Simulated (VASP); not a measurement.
Input of a VASP 6.6.1 run:

Contents of INCAR:

```
SYSTEM = AgBr
PREC = Accurate ; ENCUT = 400
EDIFF = 1E-8 ; ISMEAR = -1
SIGMA = 0.03 ; LREAL = .False.
LASPH = .True. ; NELM = 120
ALGO = Normal ; ISIF = 2
LWAVE = .False. ; LCHARG = .False.
GGA = PE ; LEFG = .True.
NBANDS = 16 ; GGA_COMPAT = .False.
```

The input KPOINTS:

```
regular mesh
0
Gamma
  7 7 7
  0 0 0
```

POSCAR

```
AgBr
1.0
    0.0000000000      2.8666799533      2.8666799533
    2.8666799533      0.0000000000      2.8666799533
    2.8666799533      2.8666799533      0.0000000000
Ag Br
1 1
Direct
    0.5000000000      0.5000000000      0.5000000000
    0.0000000000      0.0000000000      0.0000000000
```

Potentials or basis: VASP PAW PBE potentials, release 64 (Ag, Br).

Launch:

```bash
$ cat potpaw_PBE.64/Ag/POTCAR potpaw_PBE.64/Br/POTCAR > POTCAR
$ mpirun -np 1 vasp_std > vasp.out
```

Q: Estimate the band gap on the k mesh.

A: 0.74 eV, indirect (least direct gap 2.62 eV).

Q: Estimate the pressure.

A: 2.3 GPa.

Caveat: without QUAD_EFG the Cq values of the log hold for a quadrupole moment of 1 mb, not for the nuclei. A k mesh can miss the band edges.
